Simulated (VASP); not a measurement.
Set up this calculation in VASP 6.6.1, as the native input.

```
Task                               : single point
Functional                         : HSE06
Potentials or basis                : VASP PAW PBE potentials, release 64 (B, N)
Cutoff                             : 520 eV
k mesh                             : 8 × 8 × 8
Occupations                        : gaussian, width 0.01 eV
Spin                               : no spin polarisation
Dipole correction                  : no
Grid for exact exchange (PRECFOCK) : Normal
Further INCAR settings             : ALGO = Normal; EDIFF = 1e-06; NBANDS = 11
Share of exact exchange            : 0.25
Screening parameter                : 0.2079 1/Å
```

BN:

```
B N
1.0
     0.00000    1.89849    1.89849
     1.89849    0.00000    1.89849
     1.89849    1.89849    0.00000
B N
1 1
Direct
  0.00000 0.00000 0.00000
  0.25000 0.25000 0.25000
```

This cell differs from its parent crystal: strain +5.2%.

One way to write it, as run:

POSCAR

```
BN
1.0
    0.0000000000      1.8984949486      1.8984949486
    1.8984949486      0.0000000000      1.8984949486
    1.8984949486      1.8984949486      0.0000000000
B N
1 1
Direct
    0.0000000000      0.0000000000      0.0000000000
    0.2500000000      0.2500000000      0.2500000000
```

INCAR.step1

```
PREC = Accurate
ENCUT = 520
EDIFF = 1E-5
ISMEAR = 0
SIGMA = 0.01
LREAL = F
LASPH = T
NELM = 100
ALGO = Normal
ISIF = 2
LWAVE = T
LCHARG = F
GGA = PE
NBANDS = 11
```

INCAR.step2

```
PREC = Accurate
ENCUT = 520
EDIFF = 1E-6
ISMEAR = 0
SIGMA = 0.01
LREAL = F
LASPH = T
NELM = 100
ALGO = Normal
ISIF = 2
LWAVE = F
LCHARG = F
GGA = PE
LHFCALC = T
HFSCREEN = 0.2079
PRECFOCK = Normal
ISTART = 1
NBANDS = 11
```

KPOINTS

```
Automatic mesh
0
Gamma
  8 8 8
```

Potentials or basis: VASP PAW PBE potentials, release 64 (B, N).

Run with:

```sh
$ cat potpaw_PBE.64/B/POTCAR potpaw_PBE.64/N/POTCAR > POTCAR
$ cp INCAR.step1 INCAR
$ mpirun -np 1 vasp_std > vasp.out
$ cp INCAR.step2 INCAR
$ mpirun -np 1 vasp_std > vasp.out
```

Results of the run:

```yaml
Pressure: -48.8 GPa
Band_gap_on_the_k_mesh: 5.56 eV (least direct gap 9.69 eV)
```

Caveat: the cell differs from its parent crystal (strain +5.2%); the cell stands under tension; the PAW data sets were made with another functional, which shifts forces and pressure a little.

Wall time 9 min on 1 thread of Intel Xeon 6975P-C, with other jobs on the host, peak memory 0.23 GiB.
